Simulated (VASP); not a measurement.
YbH3, 4 atoms in the cell. The structure is cubic, space group Fm-3m (No. 225). The conventional cell has a = 5.210 Å, b = 5.210 Å, c = 5.210 Å, α = 90.00°, β = 90.00°, γ = 90.00°. Within 3.0 Å of Yb (site symmetry m-3m) lie 14 H at 2.26 to 2.60 Å. Within 3.0 Å of H (site symmetry -43m) lie 4 Yb at 2.26 Å and 10 H at 2.26 to 2.60 Å. H (site symmetry m-3m) has 8 H at 2.26 Å and 6 Yb at 2.60 Å within 3.0 Å. 

* Program: VASP 6.6.1
* Task: single point
* Functional: PBE
* Potentials or basis: VASP PAW PBE potentials, release 64 (Yb, H)
* Cutoff: 520 eV
* k mesh: 14 × 14 × 14
* Occupations: gaussian, width 0.05 eV
* Spin: no spin polarisation
* Dipole correction: no
* Further INCAR settings: ALGO = Normal; EDIFF = 1e-07; NBANDS = 22

Potentials or basis: VASP PAW PBE potentials, release 64 (Yb, H).

Launch:

```console
$ cat potpaw_PBE.64/Yb/POTCAR potpaw_PBE.64/H/POTCAR > POTCAR
$ mpirun -np 1 vasp_std > vasp.out
```

Hardware: 1 thread of AMD EPYC 9R14 (Zen 4), on a shared host.

How long does it take, and how much memory?

It took 94 s on 1 thread of AMD EPYC 9R14 (Zen 4) (shared host), peak memory 0.2 GiB. Counts: scf iterations 21, k points 104.
